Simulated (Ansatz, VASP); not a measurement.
**One calculation of WS2, two programs**

```
W S
1.0
     3.11471    0.00000    0.00000
    -1.55735    2.69742    0.00000
     0.00000    0.00000   12.01204
W S
2 4
Direct
  0.33333 0.66667 0.74978
  0.66667 0.33333 0.25022
  0.33333 0.66667 0.11907
  0.66667 0.33333 0.61862
  0.33333 0.66667 0.38138
  0.66667 0.33333 0.88093
```

Change from the starting cell: strain along c alone, the other axes held, atoms relaxed: +2.0 %.

Alike in both runs: functional PBEsol; dispersion D3(BJ); k mesh 12 × 12 × 4; occupations gaussian, width 0.02 eV; no spin polarisation.

Ansatz relaxed the structure, and its values are those at the end. VASP's run is a single point on that final structure, the one shown.

|  | VASP | Ansatz |
| --- | --- | --- |
| version | VASP 6.6.1 | Ansatz 0.2.0 |
| potentials or method | VASP PAW PBE potentials, release 64 (W_sv, S), cutoff 520 eV | scalar-relativistic, plane waves, PAW |
| valence electrons in the cell | 52 | 52 |

|  | VASP | Ansatz | Ansatz less VASP |
| --- | --- | --- | --- |
| gap on the k mesh at the Fermi level (eV) | 0.80 | 0.78 | -0.020 |
| least direct gap on the mesh (eV) | 1.96 | 1.95 | -0.004 |
| pressure (GPa) | -0.6 | -0.7 | -0.15 |
| rms of the force components (eV/Å) | 0.011 | 0.002 | -0.0091 |

VASP's potentials were made for PBE, not for PBEsol. Ansatz's warnings: stress scf threshold loose.

Neither program's run includes spin-orbit coupling.
